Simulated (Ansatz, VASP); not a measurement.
## One calculation of MgZr2O2, two programs

```
Mg Zr O
1.0
     4.45756    0.00000    0.00000
     0.00000    4.45756    0.00000
     0.00000    0.00000    4.21184
Mg Zr O
1 2 2
Direct
  0.50000 0.50000 0.00000
  0.50000 0.00000 0.50000
  0.00000 0.50000 0.50000
  0.50000 0.00000 0.00000
  0.00000 0.50000 0.00000
```

Alike in both runs: functional PBE; k mesh 8 × 8 × 10; occupations gaussian, width 0.1 eV; no spin polarisation.

Ansatz relaxed the structure, and its values are those at the end. VASP's run is a single point on that final structure, the one shown.

```csv
,VASP,Ansatz
version,VASP 6.6.1,Ansatz 0.2.0
potentials or method,"VASP PAW PBE potentials, release 64 (Mg, Zr_sv, O), cutoff 520 eV","scalar-relativistic, plane waves, PAW"
valence electrons in the cell,38,46
```

```csv
,VASP,Ansatz,Ansatz less VASP
gap on the k mesh at the Fermi level (eV),none,none,-
pressure (GPa),0.0,0.0,+0.05
```

A gap of «none» marks a metal or a gap that the smearing closes. VASP's potentials hold 38 valence electrons a cell and Ansatz's 46, so a difference there can come from the potentials and not from the codes.
